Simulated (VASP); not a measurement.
Set up this calculation in VASP 6.6.1, as the native input.

```yaml
Task: relaxation of cell and atoms
Functional: PBE
Potentials_or_basis: VASP PAW PBE potentials, release 64 (Zr_sv, F_h)
Cutoff: 1350 eV
k_mesh: 6 × 6 × 6
Occupations: gaussian, width 0.1 eV
Spin: no spin polarisation
Dipole_correction: no
Further_INCAR_settings: ALGO = Normal; EDIFF = 1e-07; IBRION = 2; EDIFFG = -0.04; NSW = 90; ISIF = 3
```

The structure of ZrF2 lies in POSCAR:

```
ZrF2
1.0
   -2.1698500400      2.1698500400      3.2061999900
    2.1698500400     -2.1698500400      3.2061999900
    2.1698500400      2.1698500400     -3.2061999900
Zr F
2 4
Direct
    0.2500000000      0.7500000000      0.5000000000
    0.5000000000      0.5000000000      0.0000000000
    0.3750000000      0.1250000000      0.2500000000
    0.8750000000      0.1250000000      0.7500000000
    0.8750000000      0.1250000000      0.2500000000
    0.8750000000      0.6250000000      0.7500000000
```

The cell was generated, and may not be a known phase.

The input as run:

INCAR

```
SYSTEM = ZrF2
PREC     = Accurate       ! precision mode
ENCUT    = 1350           ! plane-wave cutoff, eV
EDIFF    = 1E-7           ! SCF threshold, eV
ISMEAR   = 0              ! smearing method
SIGMA    = 0.1            ! smearing width, eV
LREAL    = .FALSE.        ! projectors in reciprocal space
LASPH    = .TRUE.         ! aspherical terms in the spheres
NELM     = 120            ! most SCF steps
ALGO     = Normal         ! electronic algorithm
ISIF     = 3              ! what is computed and relaxed
LWAVE    = .FALSE.        ! write WAVECAR
LCHARG   = .FALSE.        ! write CHGCAR
GGA      = PE             ! functional
IBRION   = 2              ! ionic algorithm
NSW      = 90             ! ionic steps
EDIFFG   = -0.04          ! ionic threshold
GGA_COMPAT= .FALSE.      
NELMIN   = 4
```

KPOINTS

```
Automatic mesh
0
G
  6 6 6
  0 0 0
```

Potentials or basis: VASP PAW PBE potentials, release 64 (Zr_sv, F_h).

Command:

```bash
$ cat potpaw_PBE.64/Zr_sv/POTCAR potpaw_PBE.64/F_h/POTCAR > POTCAR
$ mpirun -np 1 vasp_std > vasp.out
```

Results of the run:

```
Relaxed volume                        : 12.49 Å³/atom
Relaxed cell                          : a = 5.458 Å, b = 5.458 Å, c = 5.458 Å, α = 136.92°, β = 136.92°, γ = 62.56°
Space group after relaxing (to 0.1 Å) : I4_1/amd (No. 141)
Pressure after relaxing               : 0.1 GPa
Band gap on the k mesh                : zero (bands 26 and 27 overlap by 0.33 eV)
```

Caveat: the volume moved by over 15 % at a fixed basis, so the end points are rough.

Wall time 81 min on 1 thread of AMD EPYC 7R13 Processor (Zen 3) (shared host), peak memory 0.55 GiB.
